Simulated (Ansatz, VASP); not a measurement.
# Two plane-wave programs on HfO2

File INCAR:

```
SYSTEM = HfO2
PREC = Accurate ; ENCUT = 520
EDIFF = 1E-6 ; ISMEAR = -1
SIGMA = 0.02 ; LREAL = .False.
LASPH = .True. ; NELM = 60
ALGO = Normal ; ISIF = 2
LWAVE = .False. ; LCHARG = .False.
GGA = PE ; NBANDS = 18
```

The input KPOINTS:

```
Automatic mesh
0
Gamma
  8 8 8
  0 0 0
```

File POSCAR:

```
HfO2
1.0
    0.0000000000      2.5291823181      2.5291823181
    2.5291823181      0.0000000000      2.5291823181
    2.5291823181      2.5291823181      0.0000000000
Hf O
1 2
Direct
    0.0000000000      0.0000000000      0.0000000000
    0.2500000000      0.2500000000      0.2500000000
    0.7500000000      0.7500000000      0.7500000000
```

Input for Ansatz:

```yaml
crystal:
  lattice:
    - [0.0, 2.5291823181, 2.5291823181]
    - [2.5291823181, 0.0, 2.5291823181]
    - [2.5291823181, 2.5291823181, 0.0]
  atoms:
    - { symbol: Hf, position: [0.0, 0.0, 0.0] }
    - { symbol: O, position: [0.25, 0.25, 0.25] }
    - { symbol: O, position: [0.75, 0.75, 0.75] }
kpoints:
  mp_grid: { grid: [8, 8, 8] }
  band_path:
    path:
      - [0.0, 0.0, 0.0]
      - [0.5, 0.0, 0.5]
      - [0.625, 0.25, 0.625]
      - [0.375, 0.375, 0.75]
      - [0.5, 0.5, 0.5]
      - [0.5, 0.25, 0.75]
      - [0.0, 0.5, 0.5]
    npoints: 1
hamiltonian:
  xc: pbe
scf:
  occupations: { method: fermi_dirac, width: 0.02 }
  n_extra_bands: 4
output:
  forces: true
  stress: true
  eigenvalues: true
```

Alike in both runs: task single point; functional PBE; k mesh 8 × 8 × 8; occupations fermi-dirac, width 0.02 eV; no spin polarisation.

|  | VASP | Ansatz |
| --- | --- | --- |
| version | VASP 6.6.1 | Ansatz 0.2.0 |
| potentials or method | VASP PAW PBE potentials, release 64 (Hf_pv, O) | plane waves, PAW |
| plane-wave cutoff (eV) | 520 | 420 |
| valence electrons in the cell | 22 | 38 |

VASP gave:

| Property | Result |
| --- | --- |
| gap on the k mesh at the Fermi level (eV) | 3.82 |
| pressure (GPa) | 2.1 |

Which values does Ansatz return?

gap on the k mesh at the Fermi level (eV): 3.80; pressure (GPa): 6.0.

The functional is the same, so the differences come from potentials, cutoffs and numerics. VASP's potentials hold 22 valence electrons a cell and Ansatz's 38, so a difference there can come from the potentials and not from the codes.

Neither program's run includes spin-orbit coupling.
